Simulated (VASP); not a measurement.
Write the native input for VASP 6.6.1 that does the following.

```yaml
Task: single point
Functional: PBE
Potentials_or_basis: VASP PAW PBE potentials, release 64 (As)
Cutoff: 520 eV
k_mesh: 6 × 6 × 6
Occupations: gaussian, width 0.1 eV
Spin: no spin polarisation
Dipole_correction: no
Further_INCAR_settings: ALGO = Normal; EDIFF = 1e-06; NBANDS = 12
```

The structure of As lies in POSCAR:

```
As
1.0
    1.8797494575      1.0852738553      3.4857700000
   -1.8797494575      1.0852738553      3.4857700000
    0.0000000000     -2.1705477106      3.4857700000
As
2
Direct
    0.2275400000      0.2275400000      0.2275400000
    0.7724600000      0.7724600000      0.7724600000
```

The input as run:

INCAR

```
PREC = Accurate ; ENCUT = 520
EDIFF = 1E-6 ; ISMEAR = 0
SIGMA = 0.1 ; LREAL = F
LASPH = T ; NELM = 80
ALGO = Normal ; ISIF = 2
LWAVE = F ; LCHARG = T
GGA = PE ; LELF = T
LVHAR = T ; NBANDS = 12
```

KPOINTS

```
Automatic mesh
0
Gamma
  6 6 6
```

Potentials or basis: VASP PAW PBE potentials, release 64 (As).

Run with:

```sh
$ cat potpaw_PBE.64/As/POTCAR > POTCAR
$ mpirun -np 1 vasp_std > vasp.out
```

It gave:

| Property | Result |
| --- | --- |
| Pressure | 3.8 GPa |
| Largest force | 0.163 eV/Å |
| Band gap on the k mesh | zero (band 5 reaches 5.59 eV, above the bottom of band 6 at 5.25 eV) |

It took 8.4 s on 1 thread of Intel(R) Xeon(R) Platinum 8488C (Sapphire Rapids) (shared host), peak memory 0.17 GiB.
